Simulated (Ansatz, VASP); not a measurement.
# Two plane-wave programs on AgCl

The input INCAR:

```
SYSTEM = AgCl
PREC     = Accurate       ! precision mode
ENCUT    = 520            ! plane-wave cutoff, eV
EDIFF    = 1E-6           ! SCF threshold, eV
ISMEAR   = 0              ! smearing method
SIGMA    = 0.05           ! smearing width, eV
LREAL    = .False.        ! projectors in reciprocal space
LASPH    = .True.         ! aspherical terms in the spheres
NELM     = 100            ! most SCF steps
ALGO     = Normal         ! electronic algorithm
ISIF     = 2              ! what is computed and relaxed
LWAVE    = .False.        ! write WAVECAR
LCHARG   = .True.         ! write CHGCAR
GGA      = PE             ! functional
LELF     = .True.         ! ELF
LVHAR    = .True.       
NBANDS   = 16             ! bands
```

The input KPOINTS:

```
regular mesh
0
Gamma
  8 8 8
  0 0 0
```

POSCAR

```
AgCl
1.0
    0.0000000000      2.8840760000      2.6622240000
    2.8840760000      0.0000000000      2.6622240000
    2.8840760000      2.8840760000      0.0000000000
Ag Cl
1 1
Direct
    0.5000000000      0.5000000000      0.5000000000
    0.0000000000      0.0000000000      0.0000000000
```

Input for Ansatz:

```yaml
crystal:
  lattice:
    - [0.0, 2.884076, 2.662224]
    - [2.884076, 0.0, 2.662224]
    - [2.884076, 2.884076, 0.0]
  atoms:
    - { symbol: Ag, position: [0.5, 0.5, 0.5] }
    - { symbol: Cl, position: [0.0, 0.0, 0.0] }
basis:
  ecutwfc: 420
kpoints:
  mp_grid: { grid: [8, 8, 8] }
hamiltonian:
  xc: pbe
scf:
  occupations: { method: gaussian, width: 0.05 }
output:
  forces: true
  stress: true
  eigenvalues: true
```

Change from the starting cell: strain +0.040 along x and y, -0.040 along z, atoms carried along.

Alike in both runs: task single point; functional PBE; k mesh 8 × 8 × 8; occupations gaussian, width 0.05 eV; no spin polarisation.

```csv
,VASP,Ansatz
version,VASP 6.6.1,Ansatz 0.2.0
potentials or method,"VASP PAW PBE potentials, release 64 (Ag, Cl), cutoff 520 eV","scalar-relativistic, plane waves, PAW"
valence electrons in the cell,18,26
```

|  | VASP | Ansatz | Ansatz less VASP |
| --- | --- | --- | --- |
| gap on the k mesh at the Fermi level (eV) | 0.75 | 0.75 | +0.002 |
| least direct gap on the mesh (eV) | 3.06 | 3.06 | -0.002 |
| pressure (GPa) | 0.3 | 0.4 | +0.13 |
| traceless stress, the component that is largest in VASP (GPa) | 0.89 | 0.94 | +0.049 |

The functional is the same, so the differences come from potentials, cutoffs and numerics. VASP's potentials hold 18 valence electrons a cell and Ansatz's 26, so a difference there can come from the potentials and not from the codes.
